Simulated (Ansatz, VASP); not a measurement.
## Cs3Al in VASP and in Ansatz

```
Cs Al
1.0
     6.41394    0.00000    0.00000
     0.00000    6.41394    0.00000
     0.00000    0.00000    6.41394
Cs Al
3 1
Direct
  0.00000 0.50000 0.50000
  0.50000 0.00000 0.50000
  0.50000 0.50000 0.00000
  0.00000 0.00000 0.00000
```

Alike in both runs: functional PBE; k mesh 8 × 8 × 8; occupations gaussian, width 0.1 eV; no spin polarisation.

Ansatz relaxed the structure, and its values are those at the end. VASP's run is a single point on that final structure, the one shown.

```csv
,VASP,Ansatz
version,VASP 6.6.1,Ansatz 0.2.0
potentials or method,"VASP PAW PBE potentials, release 64 (Cs_sv, Al), cutoff 520 eV","scalar-relativistic, plane waves, PAW"
valence electrons in the cell,30,30
```

```csv
,VASP,Ansatz,Ansatz less VASP
gap on the k mesh at the Fermi level (eV),none,none,-
pressure (GPa),0.0,0.0,0.00
```

A gap of «none» marks a metal or a gap that the smearing closes. The functional is the same, so the differences come from potentials, cutoffs and numerics.

Neither program's run includes spin-orbit coupling.
